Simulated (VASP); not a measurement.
# ZnSe (P4/nmm) in VASP: further runs

The runs below take ZnSe through single point, with PBEsol.

All numbers are computed with VASP 6.6.1; they aren't measurements. Logs are shortened: lines on timing, memory, paths and dates and some standing lists are left out, and cuts for length are marked.

## 1. The cell of the first run

Symmetry: P4/nmm, No. 129, tetragonal system. Conventional cell: a = 4.108 Å, b = 4.108 Å, c = 6.070 Å, α = 90.00°, β = 90.00°, γ = 90.00°. Within 3.4 Å of Zn (site symmetry -4m2) lie 4 Se at 2.54 Å and 4 Zn at 2.90 Å. Se (site symmetry 4mm) has 4 Zn at 2.54 Å within 3.4 Å.

## 2. Single point, PBEsol

Input file INCAR:

```
SYSTEM = ZnSe
PREC = Accurate ; ENCUT = 500
EDIFF = 1E-6 ; ISMEAR = 0
SIGMA = 0.01 ; LREAL = .False.
LASPH = .True. ; NELM = 120
ALGO = Normal ; ISIF = 2
LWAVE = .False. ; LCHARG = .False.
GGA = PS ; NBANDS = 26
GGA_COMPAT = .False.
```

Input file KPOINTS:

```
regular mesh
0
Gamma
  6 6 4
  0 0 0
```

Input file POSCAR:

```
ZnSe
1.0
    4.1077020000      0.0000000000      0.0000000000
    0.0000000000      4.1077020000      0.0000000000
    0.0000000000      0.0000000000      6.0703500000
Zn Se
2 2
Direct
    1.0000000000      0.0000000000      0.0000000000
    0.5000000000      0.5000000000      0.0000000000
    1.0000000000      0.5000000000      0.2462800000
    0.5000000000      0.0000000000      0.7537200000
```

Potentials or basis: VASP PAW PBE potentials, release 64 (Zn, Se).

Run with:

```console
$ cat potpaw_PBE.64/Zn/POTCAR potpaw_PBE.64/Se/POTCAR > POTCAR
$ mpirun -np 1 vasp_std > vasp.out
```

OUTCAR:

```text
SYSTEM = ZnSe
   PREC = Accurate
   ENCUT = 500
   EDIFF = 1E-6
   ISMEAR = 0
   LREAL = .False.
   LASPH = .True.
   NELM = 120
   ISIF = 2
   GGA = PS

 ion  position               nearest neighbor table
   1  0.000  0.000  0.000-   3 2.54   4 2.54   3 2.54   4 2.54   2 2.90   2 2.90   2 2.90   2 2.90

   2  0.500  0.500  0.000-   3 2.54   4 2.54   4 2.54   3 2.54   1 2.90   1 2.90   1 2.90   1 2.90

   3  0.000  0.500  0.246-   1 2.54   2 2.54   1 2.54   2 2.54
   4  0.500  0.000  0.754-   1 2.54   2 2.54   2 2.54   1 2.54

  LATTYP: Found a simple tetragonal cell.
 ALAT       =     4.1077020000
 C/A-ratio  =     1.4777970749

  Lattice vectors:

 A1 = (   4.1077020000,   0.0000000000,   0.0000000000)
 A2 = (   0.0000000000,   4.1077020000,   0.0000000000)
 A3 = (   0.0000000000,   0.0000000000,   6.0703500000)

Analysis of symmetry for initial positions (statically):
=====================================================================
 Subroutine PRICEL returns:
 Original cell was already a primitive cell.

 Routine SETGRP: Setting up the symmetry group for a
 simple tetragonal supercell.

 Subroutine GETGRP returns: Found 16 space group operations
 (whereof  8 operations were pure point group operations)
 out of a pool of 16 trial point group operations.

The static configuration has the point symmetry D_2d.
 The point group associated with its full space group is D_4h.

Analysis of symmetry for dynamics (positions and initial velocities):
=====================================================================
 Subroutine PRICEL returns:
 Original cell was already a primitive cell.

 Routine SETGRP: Setting up the symmetry group for a
 simple tetragonal supercell.

 Subroutine GETGRP returns: Found 16 space group operations
 (whereof  8 operations were pure point group operations)
 out of a pool of 16 trial point group operations.

The dynamic configuration has the point symmetry D_2d.
 The point group associated with its full space group is D_4h.

 Subroutine INISYM returns: Found 16 space group operations
 (whereof  8 operations are pure point group operations),
 and found     1 'primitive' translations

----------------------------------------------------------------------------------------

                                     Primitive cell

  volume of cell :     102.4263

  direct lattice vectors                    reciprocal lattice vectors
     4.107702000  0.000000000  0.000000000     0.243445118  0.000000000  0.000000000
     0.000000000  4.107702000  0.000000000     0.000000000  0.243445118  0.000000000
     0.000000000  0.000000000  6.070350000     0.000000000  0.000000000  0.164735147

  length of vectors
     4.107702000  4.107702000  6.070350000     0.243445118  0.243445118  0.164735147

  position of ions in fractional coordinates (direct lattice)
     0.000000000  0.000000000  0.000000000
     0.500000000  0.500000000  0.000000000
     0.000000000  0.500000000  0.246280000
     0.500000000  0.000000000  0.753720000

  ion indices of the primitive-cell ions
   primitive index   ion index
                 1           1
                 2           2
                 3           3
                 4           4

----------------------------------------------------------------------------------------

 KPOINTS: regular mesh

Automatic generation of k-mesh.
 Grid dimensions read from file:
 generate k-points for:    6    6    4

 Generating k-lattice:

  Cartesian coordinates                     Fractional coordinates (reciprocal lattice)
     0.040574186  0.000000000  0.000000000     0.166666667  0.000000000  0.000000000
     0.000000000  0.040574186  0.000000000     0.000000000  0.166666667  0.000000000
     0.000000000  0.000000000  0.041183787     0.000000000  0.000000000  0.250000000

  Length of vectors
     0.040574186  0.040574186  0.041183787

  Shift w.r.t. Gamma in fractional coordinates (k-lattice)
     0.000000000  0.000000000  0.000000000

 Subroutine IBZKPT returns following result:
 ===========================================

 Found     30 irreducible k-points:

 Following reciprocal coordinates:
            Coordinates               Weight
  0.000000  0.000000  0.000000      1.000000
  0.166667  0.000000  0.000000      4.000000
  0.333333  0.000000  0.000000      4.000000
  0.500000  0.000000  0.000000      2.000000
  0.166667  0.166667  0.000000      4.000000
  0.333333  0.166667  0.000000      8.000000
[... 16 lines left out ...]
  0.333333  0.000000  0.500000      4.000000
  0.500000  0.000000  0.500000      2.000000
 [... further k-points ...]
   k-points           NKPTS =     30   k-points in BZ     NKDIM =     30   number of bands    NBANDS=     26
   number of dos      NEDOS =    301   number of ions     NIONS =      4
   total plane-waves  NPLWV =  43200
   dimension x,y,z NGX =    30 NGY =   30 NGZ =   48
   dimension x,y,z NGXF=    60 NGYF=   60 NGZF=   96
   ions per type =               2   2
   NGX,Y,Z   is equivalent  to a cutoff of  12.14, 12.14, 13.15 a.u.
   NGXF,Y,Z  is equivalent  to a cutoff of  24.28, 24.28, 26.29 a.u.
 SYSTEM =  ZnSe
   PREC   = accura    normal or accurate (medium, high low for compatibility)
   ISTART =      0    job   : 0-new  1-cont  2-samecut
   ICHARG =      2    charge: 1-file 2-atom 10-const
   ISPIN  =      1    spin polarized calculation?
   LNONCOLLINEAR =      F non collinear calculations
   LSORBIT =      F    spin-orbit coupling
   LASPH  =      T    aspherical Exc in radial PAW
   ENCUT  =  500.0 eV  36.75 Ry    6.06 a.u.   7.49  7.49 11.07*2*pi/ulx,y,z
   NELM   =    120;   NELMIN=  2; NELMDL= -5     # of ELM steps
   EDIFF  = 0.1E-05   stopping-criterion for ELM
   LREAL  =      F    real-space projection
   EDIFFG = 0.1E-04   stopping-criterion for IOM
   NSW    =      0    number of steps for IOM
   IBRION =     -1    ionic relax: 0-MD 1-quasi-New 2-CG
   NFREE  =      0    steps in history (QN), initial steepest desc. (CG)
   ISIF   =      2    stress and relaxation
   ISYM   =      2    0-nonsym 1-usesym 2-fastsym
   POTIM  = 0.5000    time-step for ionic-motion
   TEBEG  =    0.0;   TEEND  =   0.0 temperature during run
   PSTRESS=    0.0 pullay stress
   NELECT =      36.0000    total number of electrons
   NUPDOWN=      -1.0000    fix difference up-down
   EMIN   =  10.00;   EMAX   =-10.00  energy-range for DOS
   EFERMI =   0.00;   METHOD = LEGACY
   ISMEAR =     0;   SIGMA  =   0.01  broadening in eV -4-tet -1-fermi 0-gaus
   EFERMI_NEDOS =   21; number of points for ismear=-14 and -15
   IALGO  =     38    algorithm
   IMIX   =      4    mixing-type and parameters
     AMIX     =   0.40;   BMIX     =  1.00
     AMIX_MAG =   1.60;   BMIX_MAG =  1.00
  volume/ion in A,a.u.               =      25.61       172.80
  Fermi-wavevector in a.u.,A,eV,Ry     =   1.155328  2.183253 18.160809  1.334782
  Thomas-Fermi vector in A             =   2.291957
   LORBIT       =      0    0 simple, 1 ext, 2 COOP (PROOUT), +10 PAW based schemes
   GGA     = PS    functional components
   LHFCALC =     F    Hartree Fock is set to
   AEXX    =    0.0000 exact exchange contribution
   IVDW    =     0    specifies the selected vdW correction
   LEPSILON=     F    determine dielectric tensor
   LRPA    =     F    only Hartree local field effects (RPA)
 non-spin polarized calculation
 Gauss-broadening in eV      SIGMA  =   0.01
  energy-cutoff  :      500.00
  volume of cell :      102.43
 maximum number of plane-waves:      2638
 NGX is ok and might be reduce to    30
   NGX = 15   NGY = 15   NGZ = 23

 number of electron      35.9999972 magnetization

 Free energy of the ion-electron system (eV)
  ---------------------------------------------------
  ext. energy  EPLUGINS =         0.00000000
  ---------------------------------------------------
  free energy    TOTEN  =       -12.83142762 eV

  energy without entropy =      -12.83142762  energy(sigma->0) =      -12.83142762

 E-fermi :   0.5852     XC(G=0):  -8.8398

 val. band max:        0.5236359006   @ k =   0.0000   0.0000   0.0000
 cond. band min:       2.3784796950   @ k =   0.0000   0.0000   0.0000
 fundamental gap:      1.8548437944
 Fermi energy:         0.5852481216

 k-point     1 :       0.0000    0.0000    0.0000
  band No.  band energies     occupation
      1     -12.3769      2.00000
      2     -11.4508      2.00000
      3      -6.1778      2.00000
      4      -6.1752      2.00000
      5      -6.0922      2.00000
      6      -6.0922      2.00000
[... 18 lines left out ...]
     25      10.3352      0.00000
     26      10.9773      0.00000

 k-point     2 :       0.1667    0.0000    0.0000
  band No.  band energies     occupation
      1     -12.2664      2.00000
      2     -11.4494      2.00000
      3      -6.1594      2.00000
      4      -6.1235      2.00000
      5      -6.0603      2.00000
      6      -6.0443      2.00000
[... 18 lines left out ...]
     25       9.0758      0.00000
     26       9.1996      0.00000

 k-point     3 :       0.3333    0.0000    0.0000
  band No.  band energies     occupation
      1     -11.9866      2.00000
      2     -11.4957      2.00000
      3      -6.0848      2.00000
      4      -5.9859      2.00000
      5      -5.9500      2.00000
      6      -5.9429      2.00000
[... 18 lines left out ...]
     25       7.8919      0.00000
     26       8.0862      0.00000

 k-point     4 :       0.5000    0.0000    0.0000
  band No.  band energies     occupation
      1     -11.6801      2.00000
      2     -11.6801      2.00000
      3      -5.9560      2.00000
      4      -5.9560      2.00000
      5      -5.8618      2.00000
      6      -5.8618      2.00000
[... 18 lines left out ...]
     25       7.8253      0.00000
     26       7.8253      0.00000

 k-point     5 :       0.1667    0.1667    0.0000
  band No.  band energies     occupation
      1     -12.1613      2.00000
      2     -11.4404      2.00000
      3      -6.2143      2.00000
      4      -6.0412      2.00000
      5      -6.0017      2.00000
      6      -5.9970      2.00000
[... 18 lines left out ...]
     25       7.1705      0.00000
     26       9.7775      0.00000

 k-point     6 :       0.3333    0.1667    0.0000
  band No.  band energies     occupation
      1     -11.8982      2.00000
      2     -11.4650      2.00000
      3      -6.1916      2.00000
      4      -5.9562      2.00000
      5      -5.9462      2.00000
      6      -5.8935      2.00000
[... 427 lines left out ...]
 k-point    21 :       0.0000    0.0000    0.5000
  band No.  band energies     occupation
      1     -12.2542      2.00000
      2     -11.6131      2.00000
      3      -6.1777      2.00000
      4      -6.1164      2.00000
      5      -6.1131      2.00000
      6      -6.0975      2.00000
[... 18 lines left out ...]
     25       8.4695      0.00000
     26       8.6816      0.00000

 k-point    22 :       0.1667    0.0000    0.5000
  band No.  band energies     occupation
      1     -12.1539      2.00000
      2     -11.5896      2.00000
      3      -6.1603      2.00000
      4      -6.1133      2.00000
      5      -6.0664      2.00000
      6      -6.0480      2.00000
[... 18 lines left out ...]
     25       8.2257      0.00000
     26       8.6949      0.00000

 k-point    23 :       0.3333    0.0000    0.5000
  band No.  band energies     occupation
      1     -11.9098      2.00000
      2     -11.5722      2.00000
      3      -6.0861      2.00000
      4      -5.9982      2.00000
      5      -5.9565      2.00000
      6      -5.9313      2.00000
[... 18 lines left out ...]
     25       7.6439      0.00000
     26       8.4608      0.00000

 k-point    24 :       0.5000    0.0000    0.5000
  band No.  band energies     occupation
      1     -11.6718      2.00000
      2     -11.6718      2.00000
      3      -5.9566      2.00000
      4      -5.9566      2.00000
      5      -5.8477      2.00000
      6      -5.8477      2.00000
[... 18 lines left out ...]
     25       9.2753      0.00000
     26       9.2753      0.00000

 [... further k-points ...]

------------------------ aborting loop because EDIFF is reached ----------------------------------------

  FORCE on cell =-STRESS in cart. coord.  units (eV):
  Direction    XX          YY          ZZ          XY          YZ          ZX
  --------------------------------------------------------------------------------------
  -------------------------------------------------------------------------------------
  Total       -1.7845542     -1.7845542     -1.3760714      0.0000000      0.0000000      0.0000000
  in kB      -27.9144285    -27.9144285    -21.5248414      0.0000000      0.0000000      0.0000000
  external PRESSURE =     -25.7845662 kB  Pullay stress =       0.0000000 kB

 VOLUME and BASIS-vectors are now :
 -----------------------------------------------------------------------------
  energy-cutoff  :      500.00
  volume of cell :      102.43
      direct lattice vectors                 reciprocal lattice vectors
     4.107702000  0.000000000  0.000000000     0.243445118  0.000000000  0.000000000
     0.000000000  4.107702000  0.000000000     0.000000000  0.243445118  0.000000000
     0.000000000  0.000000000  6.070350000     0.000000000  0.000000000  0.164735147

 POSITION                                       TOTAL-FORCE (eV/Angst)
 -----------------------------------------------------------------------------------
      0.00000      0.00000      0.00000        -0.000000      0.000000      0.000000
      2.05385      2.05385      0.00000         0.000000     -0.000000      0.000000
      0.00000      2.05385      1.49501        -0.000000      0.000000     -0.352997
      2.05385      0.00000      4.57534         0.000000      0.000000      0.352997
 -----------------------------------------------------------------------------------
    total drift:                                0.000000      0.000000      0.000000

  FREE ENERGIE OF THE ION-ELECTRON SYSTEM (eV)
  ---------------------------------------------------
  free  energy   TOTEN  =       -12.8314276219 eV

  energy  without entropy=      -12.8314276219  energy(sigma->0) =      -12.83142762
```

It took 28 s on 1 thread of Intel Xeon 6975P-C (Granite Rapids), shared host; peak memory 0.22 GiB.

Results:

```yaml
Free_energy: -12.8314 eV
Pressure: -2.6 GPa
Largest_force: 0.353 eV/Å
Band_gap_on_the_k_mesh: 1.85 eV
```

Forces in eV/Å, atoms in the order of the input:
```
Zn   0.000  0.000  0.000
Zn   0.000  0.000  0.000
Se   0.000  0.000 -0.353
Se   0.000  0.000  0.353
```

Caveat: the PAW data sets were made with another functional, which shifts forces and pressure a little. A k mesh can miss the band edges.

(Continued in part 2 of 2.)
